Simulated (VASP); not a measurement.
# Al2O3 (P-6m2) in VASP: density of states with PBEsol

Aim: the density of states of Al2O3 with PBEsol.

Everything below comes from runs of VASP 6.6.1. Logs are shortened: lines on timing, memory, paths and dates and some standing lists are left out, and cuts for length are marked.

## (1) The cell of the first run

Symmetry: P-6m2, No. 187, hexagonal system. The conventional cell has a = 2.884 Å, b = 2.884 Å, c = 9.337 Å, α = 90.00°, β = 90.00°, γ = 120.00°. Al (site symmetry 3m) has 6 O at 1.80 to 2.18 Å within 2.4 Å. O (site symmetry 3m) has 3 Al at 1.80 Å within 2.4 Å. Within 2.9 Å of O (site symmetry -6m2) lie 6 Al at 2.18 Å and 12 O at 2.66 to 2.88 Å.

## (2) Density of states, PBEsol

File POSCAR:

```
Al2O3
1.0
    2.8843249483      0.0000000000      0.0000000000
   -1.4421624742      2.4978986780      0.0000000000
    0.0000000000      0.0000000000      9.3367544600
Al O
2 3
Direct
    0.0000000000      0.0000000000      0.8500076700
    0.0000000000      0.0000000000      0.1499923300
    0.3333333333      0.6666666667      0.7776830800
    0.6666666667      0.3333333333      0.0000000000
    0.3333333333      0.6666666667      0.2223169200
```

File INCAR.step1:

```
PREC = Accurate
ENCUT = 520
EDIFF = 1E-7
ISMEAR = -1
SIGMA = 0.05
LREAL = F
LASPH = T
NELM = 100
ALGO = Normal
ISIF = 2
LWAVE = F
LCHARG = T
GGA = PS
NBANDS = 20
```

File KPOINTS.step1:

```
Automatic mesh
0
Gamma
  11 11 3
```

File INCAR.step2:

```
PREC = Accurate
ENCUT = 520
EDIFF = 1E-7
ISMEAR = -5
SIGMA = 0.05
LREAL = F
LASPH = T
NELM = 100
ALGO = Normal
ISIF = 2
LWAVE = F
LCHARG = F
GGA = PS
LORBIT = 10
NEDOS = 2001
ICHARG = 11
```

File KPOINTS.step2:

```
Automatic mesh
0
Gamma
  17 17 5
```

Potentials or basis: VASP PAW PBE potentials, release 64 (Al, O).

The run is started by

```sh
$ cat potpaw_PBE.64/Al/POTCAR potpaw_PBE.64/O/POTCAR > POTCAR
$ cp INCAR.step1 INCAR
$ cp KPOINTS.step1 KPOINTS
$ mpirun -np 1 vasp_std > vasp.out
$ cp INCAR.step2 INCAR
$ cp KPOINTS.step2 KPOINTS
$ mpirun -np 1 vasp_std > vasp.out
```

OUTCAR:

```text
PREC = Accurate
   ENCUT = 520
   EDIFF = 1E-7
   ISMEAR = -5
   LREAL = F
   LASPH = T
   NELM = 100
   ISIF = 2
   GGA = PS
   LORBIT = 10
   ICHARG = 11

 ion  position               nearest neighbor table
   1  0.000  0.000  0.850-   3 1.80   3 1.80   3 1.80   4 2.18   4 2.18   4 2.18   2 2.80
   2  0.000  0.000  0.150-   5 1.80   5 1.80   5 1.80   4 2.18   4 2.18   4 2.18   1 2.80
   3  0.333  0.667  0.778-   1 1.80   1 1.80   1 1.80
   4  0.667  0.333  0.000-   1 2.18   2 2.18   1 2.18   2 2.18   1 2.18   2 2.18
   5  0.333  0.667  0.222-   2 1.80   2 1.80   2 1.80

  LATTYP: Found a hexagonal cell.
 ALAT       =     2.8843249483
 C/A-ratio  =     3.2370674689

  Lattice vectors:

 A1 = (   2.8843249483,   0.0000000000,   0.0000000000)
 A2 = (  -1.4421624742,   2.4978986780,   0.0000000000)
 A3 = (   0.0000000000,   0.0000000000,   9.3367544600)

Analysis of symmetry for initial positions (statically):
=====================================================================
 Subroutine PRICEL returns:
 Original cell was already a primitive cell.

 Routine SETGRP: Setting up the symmetry group for a
 hexagonal supercell.

 Subroutine GETGRP returns: Found 12 space group operations
 (whereof 12 operations were pure point group operations)
 out of a pool of 24 trial point group operations.

The static configuration has the point symmetry D_3h.

Analysis of symmetry for dynamics (positions and initial velocities):
=====================================================================
 Subroutine PRICEL returns:
 Original cell was already a primitive cell.

 Routine SETGRP: Setting up the symmetry group for a
 hexagonal supercell.

 Subroutine GETGRP returns: Found 12 space group operations
 (whereof 12 operations were pure point group operations)
 out of a pool of 24 trial point group operations.

The dynamic configuration has the point symmetry D_3h.

 Subroutine INISYM returns: Found 12 space group operations
 (whereof 12 operations are pure point group operations),
 and found     1 'primitive' translations

----------------------------------------------------------------------------------------

                                     Primitive cell

  volume of cell :      67.2690

  direct lattice vectors                    reciprocal lattice vectors
[... 105 lines left out ...]
   PSTRESS=    0.0 pullay stress
   NELECT =      24.0000    total number of electrons
   NUPDOWN=      -1.0000    fix difference up-down
   EMIN   =  10.00;   EMAX   =-10.00  energy-range for DOS
   EFERMI =   0.00;   METHOD = LEGACY
   ISMEAR =    -5;   SIGMA  =   0.05  broadening in eV -4-tet -1-fermi 0-gaus
   EFERMI_NEDOS =   21; number of points for ismear=-14 and -15
   IALGO  =     38    algorithm
   IMIX   =      4    mixing-type and parameters
     AMIX     =   0.40;   BMIX     =  1.00
     AMIX_MAG =   1.60;   BMIX_MAG =  1.00
  volume/ion in A,a.u.               =      13.45        90.79
  Fermi-wavevector in a.u.,A,eV,Ry     =   1.161111  2.194181 18.343074  1.348178
  Thomas-Fermi vector in A             =   2.297686
   LORBIT       =     10    0 simple, 1 ext, 2 COOP (PROOUT), +10 PAW based schemes
   GGA     = PS    functional components
   LHFCALC =     F    Hartree Fock is set to
   AEXX    =    0.0000 exact exchange contribution
   IVDW    =     0    specifies the selected vdW correction
   LEPSILON=     F    determine dielectric tensor
   LRPA    =     F    only Hartree local field effects (RPA)
 non-spin polarized calculation
 Fermi weights with tetrahedron method with Bloechl corrections
  energy-cutoff  :      520.00
  volume of cell :       67.27
 maximum number of plane-waves:      1853
 NGX is ok and might be reduce to    24

 number of electron      23.9999983 magnetization

 Free energy of the ion-electron system (eV)
  ---------------------------------------------------
  ext. energy  EPLUGINS =         0.00000000
  ---------------------------------------------------
  free energy    TOTEN  =       -38.13130390 eV

  energy without entropy =      -38.13130390  energy(sigma->0) =      -38.13130390

 E-fermi :   0.8145     XC(G=0):  -8.6150

 val. band max:        0.8069613160   @ k =   0.1176   0.1176   0.0000
 cond. band min:       5.5433635689   @ k =   0.0000   0.0000   0.0000
 fundamental gap:      4.7364022529
 Fermi energy:         0.8145331608

 k-point     1 :       0.0000    0.0000    0.0000
  band No.  band energies     occupation
      1     -17.8478      2.00000
      2     -16.8126      2.00000
      3     -15.6090      2.00000
      4      -4.1999      2.00000
      5      -1.3276      2.00000
      6      -0.6827      2.00000
[... 433 lines left out ...]
      3     -15.3394      2.00000
      4      -4.1987      2.00000
      5      -3.5446      2.00000
      6      -3.0466      2.00000
[... 8 lines left out ...]
     15      10.5185      0.00000
     16      11.5063      0.00000

 [... further k-points ...]

------------------------ aborting loop because EDIFF is reached ----------------------------------------

  FORCE on cell =-STRESS in cart. coord.  units (eV):
  Direction    XX          YY          ZZ          XY          YZ          ZX
  --------------------------------------------------------------------------------------
  -------------------------------------------------------------------------------------
  Total       -1.2758258     -1.2758258     -0.9138808      0.0000000      0.0000000      0.0000000
  in kB      -30.3869430    -30.3869430    -21.7663295      0.0000000      0.0000000      0.0000000
  external PRESSURE =     -27.5134051 kB  Pullay stress =       0.0000000 kB

 VOLUME and BASIS-vectors are now :
 -----------------------------------------------------------------------------
  energy-cutoff  :      520.00
  volume of cell :       67.27
      direct lattice vectors                 reciprocal lattice vectors
     2.884324948  0.000000000  0.000000000     0.346701574  0.200168247  0.000000000
    -1.442162474  2.497898678  0.000000000     0.000000000  0.400336494  0.000000000
     0.000000000  0.000000000  9.336754460     0.000000000  0.000000000  0.107103598

 POSITION                                       TOTAL-FORCE (eV/Angst)
 -----------------------------------------------------------------------------------
      0.00000      0.00000      7.93631         0.000000      0.000000      0.086308
      0.00000      0.00000      1.40044         0.000000     -0.000000     -0.086308
     -0.00000      1.66527      7.26104         0.000000     -0.000000      0.143257
      1.44216      0.83263      0.00000        -0.000000      0.000000     -0.000000
     -0.00000      1.66527      2.07572         0.000000     -0.000000     -0.143257
 -----------------------------------------------------------------------------------
    total drift:                                0.000907     -0.000524      0.000000

  FREE ENERGIE OF THE ION-ELECTRON SYSTEM (eV)
  ---------------------------------------------------
  free  energy   TOTEN  =       -38.1313038956 eV

  energy  without entropy=      -38.1313038956  energy(sigma->0) =      -38.13130390

 total charge

# of ion       s       p       d       tot
------------------------------------------
    1        0.327   0.402   0.000   0.729
    2        0.327   0.402   0.000   0.729
    3        1.548   3.620   0.000   5.169
    4        1.549   3.481   0.000   5.030
    5        1.548   3.620   0.000   5.169
--------------------------------------------------
tot          5.300  11.525   0.000  16.825
```

OUTCAR.step1:

```text
PREC = Accurate
   ENCUT = 520
   EDIFF = 1E-7
   ISMEAR = -1
   LREAL = F
   LASPH = T
[... 784 lines left out ...]
      0.00000      0.00000      1.40044        -0.000000     -0.000000     -0.086387
     -0.00000      1.66527      7.26104        -0.000000     -0.000000      0.143160
      1.44216      0.83263      0.00000         0.000000      0.000000      0.000000
     -0.00000      1.66527      2.07572         0.000000     -0.000000     -0.143160
 -----------------------------------------------------------------------------------
    total drift:                                0.000000     -0.000000      0.000000

  FREE ENERGIE OF THE ION-ELECTRON SYSTEM (eV)
  ---------------------------------------------------
  free  energy   TOTEN  =       -38.1312994260 eV

  energy  without entropy=      -38.1312994259  energy(sigma->0) =      -38.13129943
```

OSZICAR.step1:

```text
N       E                     dE             d eps       ncg     rms          rms(c)
DAV:   1     0.117600028498E+03    0.11760E+03   -0.12126E+04  1280   0.107E+03
DAV:   2    -0.337746581201E+02   -0.15137E+03   -0.14614E+03  1616   0.249E+02
DAV:   3    -0.421418796613E+02   -0.83672E+01   -0.83351E+01  1672   0.605E+01
DAV:   4    -0.422299079755E+02   -0.88028E-01   -0.88006E-01  1632   0.685E+00
DAV:   5    -0.422313623220E+02   -0.14543E-02   -0.14543E-02  1652   0.844E-01    0.120E+01
DAV:   6    -0.382277806245E+02    0.40036E+01   -0.12581E+01  1392   0.253E+01    0.453E+00
DAV:   7    -0.381796660678E+02    0.48115E-01   -0.41549E-01  1556   0.441E+00    0.248E+00
DAV:   8    -0.381347914715E+02    0.44875E-01   -0.57057E-02  1632   0.219E+00    0.769E-01
DAV:   9    -0.381281292896E+02    0.66622E-02   -0.15934E-02  1656   0.109E+00    0.199E-01
DAV:  10    -0.381292849780E+02   -0.11557E-02   -0.36666E-03  1456   0.397E-01    0.153E-01
DAV:  11    -0.381310564744E+02   -0.17715E-02   -0.37002E-03  1384   0.570E-01    0.868E-02
DAV:  12    -0.381312529871E+02   -0.19651E-03   -0.60404E-04  1396   0.176E-01    0.561E-02
DAV:  13    -0.381313046148E+02   -0.51628E-04   -0.28118E-04  1372   0.129E-01    0.201E-02
DAV:  14    -0.381312994663E+02    0.51485E-05   -0.22546E-05  1612   0.472E-02    0.642E-03
DAV:  15    -0.381312993244E+02    0.14186E-06   -0.48432E-06  1444   0.159E-02    0.200E-03
DAV:  16    -0.381312994311E+02   -0.10667E-06   -0.44205E-07  1444   0.504E-03    0.944E-04
DAV:  17    -0.381312994260E+02    0.51282E-08   -0.86125E-08  1324   0.254E-03
   1 F= -.38131299E+02 E0= -.38131299E+02  d E =-.797774E-10
```

It took 91 s on 1 thread of AMD EPYC 7R43 (Zen 3), shared host; peak memory 0.2 GiB.

What came out:

```
Valence electrons inside the program's atomic spheres : Al 0.73; O 5.17, 5.03
```

Caveat: the PAW data sets were made with another functional, which shifts forces and pressure a little.
